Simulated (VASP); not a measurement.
Input of a VASP 6.6.1 run:

INCAR

```
SYSTEM = BeTe
PREC = Accurate
ENCUT = 520
EDIFF = 1E-6
ISMEAR = 0
SIGMA = 0.02
LREAL = Auto
LASPH = .TRUE.
NELM = 60
ALGO = Normal
ISIF = 2
LWAVE = .FALSE.
LCHARG = .TRUE.
GGA = PE
LELF = .TRUE.
LVHAR = .TRUE.
NBANDS = 46
```

Contents of KPOINTS:

```
regular mesh
0
G
  4 4 4
  0 0 0
```

The input POSCAR:

```
BeTe
1.0
    6.8349657000      0.0000000000      0.0000000000
    0.0000000000      8.0223187000      0.0000000000
    0.0000000000      0.0000000000      6.9660737000
Be Te
8 8
Direct
    0.8364080000      0.8672860000      0.5869350000
    0.6635920000      0.1327140000      0.0869350000
    0.1635920000      0.1327140000      0.4130650000
    0.3364080000      0.8672860000      0.9130650000
    0.1635920000      0.3672860000      0.9130650000
    0.3364080000      0.6327140000      0.4130650000
    0.6635920000      0.3672860000      0.5869350000
    0.8364080000      0.6327140000      0.0869350000
    0.6987940000      0.8666880000      0.9094550000
    0.8012060000      0.1333120000      0.4094550000
    0.1987940000      0.8666880000      0.5905450000
    0.3012060000      0.1333120000      0.0905450000
    0.3012060000      0.3666880000      0.5905450000
    0.1987940000      0.6333120000      0.0905450000
    0.6987940000      0.6333120000      0.4094550000
    0.8012060000      0.3666880000      0.9094550000
```

Potentials or basis: VASP PAW PBE potentials, release 64 (Be, Te).

The run is started by

```bash
$ cat potpaw_PBE.64/Be/POTCAR potpaw_PBE.64/Te/POTCAR > POTCAR
$ mpirun -np 1 vasp_std > vasp.out
```

Predict the band gap on the k mesh.

2.25 eV (least direct gap 2.31 eV).

Estimate the largest force.

0.007 eV/Å.

Forces on the atoms (eV/Å):
```
Be   0.000  0.001  0.003
Be   0.000 -0.001  0.003
Be   0.000 -0.001 -0.003
Be   0.000  0.001 -0.003
Be   0.000  0.001 -0.003
Be   0.000 -0.001 -0.003
Be   0.000  0.001  0.003
Be   0.000 -0.001  0.003
Te   0.006 -0.002  0.001
Te  -0.006  0.002  0.001
Te   0.006 -0.002 -0.001
Te  -0.006  0.002 -0.001
Te  -0.006 -0.002 -0.001
Te   0.006  0.002 -0.001
Te   0.006  0.002  0.001
Te  -0.006 -0.002  0.001
```

Caveat: spin-orbit coupling is left out, which moves the levels of the heavy elements. A k mesh can miss the band edges.
